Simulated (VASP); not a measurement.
Os: single point with LDA

Crystal: Os.

```xyz
2
Lattice="2.7175 0.0000 0.0000 -1.3588 2.3534 0.0000 0.0000 0.0000 4.2845" Properties=species:S:1:pos:R:3 pbc="T T T"
Os    0.0000    1.5690    1.0711
Os    1.3588    0.7845    3.2133
```

```
Program                : VASP 6.6.1
Task                   : single point
Functional             : LDA
Potentials or basis    : VASP PAW LDA potentials, release 64 (Os)
Cutoff                 : 520 eV
k mesh                 : 22 × 22 × 12
Occupations            : fermi-dirac, width 0.1 eV
Spin                   : no spin polarisation
Dipole correction      : no
Further INCAR settings : ALGO = Normal; EDIFF = 1e-06; NBANDS = 15
```

* Pressure: 1.1 GPa
* Band gap on the k mesh: zero (bands 8 and 9 overlap by 4.04 eV)

Stress tensor (GPa, compression positive):
```
0.77 0.00 0.00
0.00 0.77 0.00
0.00 0.00 1.60
```

Levels at points of the mesh, in eV from the Fermi level:
```csv
k point,band 4,band 5,band 6,band 7,band 8,band 9,band 10,band 11,band 12,band 13
"(0.00, 0.00, 0.00)",-3.18,-2.89,-2.30,-2.30,-1.65,-1.65,0.16,1.72,1.72,9.34
"(0.50, 0.00, 0.00)",-3.70,-2.91,-2.62,-1.93,2.07,2.66,2.81,4.56,5.89,9.56
"(0.00, 0.00, 0.50)",-3.65,-3.38,-3.38,-3.38,-3.38,0.91,0.91,0.91,0.91,13.81
"(0.50, 0.00, 0.50)",-5.49,-1.27,-1.27,-0.10,-0.10,2.42,2.42,3.41,3.41,9.38
```

Run time: 64 s on 1 thread of Oxide Virtual Turin-like Processor (shared host), peak memory 0.2 GiB.

Caveat: spin-orbit coupling is left out, which moves the levels of the heavy elements.
